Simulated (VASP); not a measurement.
Here is a VASP 6.6.1 calculation.

INCAR

```
  ALGO = Normal
  EDIFF = 1E-7
  EDIFFG = -0.03
  ENCUT = 500
  GGA_COMPAT = False
  IBRION = 2
  ISIF = 3
  ISMEAR = -1
  LASPH = True
  LCHARG = False
  LREAL = False
  LWAVE = False
  NELM = 120
  NELMIN = 4
  NSW = 80
  PREC = Accurate
  SIGMA = 0.1
```

Contents of KPOINTS:

```
k-points
0
Gamma
  7 7 4
```

The input POSCAR:

```
Pd
1.0
    2.7044744405      0.0000000000      0.0000000000
   -1.3522372202      2.3421435693      0.0000000000
    0.0000000000      0.0000000000      4.5015898641
Pd
2
Direct
    0.3333333333      0.6666666667      0.2500000000
    0.6666666667      0.3333333333      0.7500000000
```

Potentials or basis: VASP PAW LDA potentials, release 64 (Pd).

Command:

```console
$ cat potpaw_LDA.64/Pd/POTCAR > POTCAR
$ mpirun -np 1 vasp_std > vasp.out
```

Problem. Predict the relaxed volume.

Solution. 14.28 Å³/atom.

Problem. Predict the band gap on the k mesh.

Solution. Zero (band 10 reaches 10.29 eV, above the bottom of band 11 at 9.44 eV).

Final structure:
```
Pd
1.0
     2.70599    0.00000    0.00000
    -1.35300    2.34346    0.00000
     0.00000    0.00000    4.50347
Pd
2
Direct
  0.33333 0.66667 0.25000
  0.66667 0.33333 0.75000
```

Caveat: the k points lie up to 0.38 Å⁻¹ apart in the final cell.
